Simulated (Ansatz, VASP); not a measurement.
## One calculation of GaN, two programs

INCAR

```
SYSTEM = GaN
PREC = Accurate ; ENCUT = 520
EDIFF = 1E-6 ; ISMEAR = -1
SIGMA = 0.02 ; LREAL = .False.
LASPH = .True. ; NELM = 60
ALGO = Normal ; ISIF = 2
LWAVE = .False. ; LCHARG = .False.
GGA = PE ; NBANDS = 16
```

File KPOINTS:

```
regular mesh
0
Gamma
  10 10 10
  0 0 0
```

File POSCAR:

```
GaN
1.0
    0.0000000000      2.2039734903      2.2958620709
    2.2039734903      0.0000000000      2.2958620709
    2.2039734903      2.2039734903      0.0000000000
Ga N
1 1
Direct
    0.0000000000      0.0000000000      0.0000000000
    0.2500000000      0.2500000000      0.2500000000
```

Input for Ansatz:

```yaml
crystal:
  lattice:
    - [0.0, 2.2039734903, 2.2958620709]
    - [2.2039734903, 0.0, 2.2958620709]
    - [2.2039734903, 2.2039734903, 0.0]
  atoms:
    - { symbol: Ga, position: [0.0, 0.0, 0.0] }
    - { symbol: "N", position: [0.25, 0.25, 0.25] }
kpoints:
  mp_grid: { grid: [10, 10, 10] }
  band_path:
    path:
      - [0.0, 0.0, 0.0]
      - [-0.5, -0.5, 0.0]
      - [-0.375, -0.375, 0.25]
      - [-0.375, 0.0, 0.375]
      - [0.0, 0.0, 0.5]
      - [-0.5, -0.25, 0.25]
    npoints: 1
hamiltonian:
  xc: pbe
scf:
  occupations: { method: fermi_dirac, width: 0.02 }
  n_extra_bands: 4
output:
  forces: true
  stress: true
  eigenvalues: true
  write_density: true
  write_potential: true
  elf: true
  volumetric_format: npy
```

Change from the starting cell: epitaxial_xy strain -2.0%.

Alike in both runs: task single point; functional PBE; k mesh 10 × 10 × 10; occupations fermi-dirac, width 0.02 eV; no spin polarisation.

|  | VASP | Ansatz |
| --- | --- | --- |
| version | VASP 6.6.1 | Ansatz 0.2.0 |
| potentials or method | VASP PAW PBE potentials, release 64 (Ga_d, N) | plane waves, PAW |
| plane-wave cutoff (eV) | 520 | 420 |
| valence electrons in the cell | 18 | 18 |

|  | VASP | Ansatz | Ansatz less VASP |
| --- | --- | --- | --- |
| gap on the k mesh at the Fermi level (eV) | 1.82 | 1.81 | -0.010 |
| pressure (GPa) | 10.2 | 10.2 | -0.03 |
| traceless stress, the component that is largest in VASP (GPa) | -3.57 | -3.55 | +0.017 |

With one functional, cell and mesh, what is left measures potentials, basis and numerics.
